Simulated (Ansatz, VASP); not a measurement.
## One calculation of SrCo2, two programs

```
CELL_PARAMETERS angstrom
3.87406 0.00000 0.00000
-1.93703 3.35503 0.00000
0.00000 0.00000 4.73170
ATOMIC_POSITIONS crystal
Sr 0.00000 0.00000 0.00000
Co 0.33333 0.66667 0.50000
Co 0.66667 0.33333 0.50000
```

Alike in both runs: functional PBE; k mesh 12 × 12 × 10; occupations gaussian, width 0.1 eV; collinear spin.

Ansatz relaxed the structure, and its values are those at the end. VASP's run is a single point on that final structure, the one shown.

```csv
,VASP,Ansatz
version,VASP 6.6.1,Ansatz 0.2.0
potentials or method,"VASP PAW PBE potentials, release 64 (Sr_sv, Co), cutoff 520 eV","scalar-relativistic, plane waves, PAW"
valence electrons in the cell,28,44
```

|  | VASP | Ansatz | Ansatz less VASP |
| --- | --- | --- | --- |
| gap on the k mesh at the Fermi level (eV) | none | none | - |
| pressure (GPa) | 0.0 | 0.0 | +0.02 |
| net moment per atom (μB) | 0.73 | 0.73 | +0.001 |
| size of the moment on the site where the two differ most (μB) | 0.08 | 0.11 | +0.024 |

Site moments also hang on the region over which each program counts them. A gap of «none» marks a metal or a gap that the smearing closes. The functional is the same, so the differences come from potentials, cutoffs and numerics. VASP's potentials hold 28 valence electrons a cell and Ansatz's 44, so a difference there can come from the potentials and not from the codes.
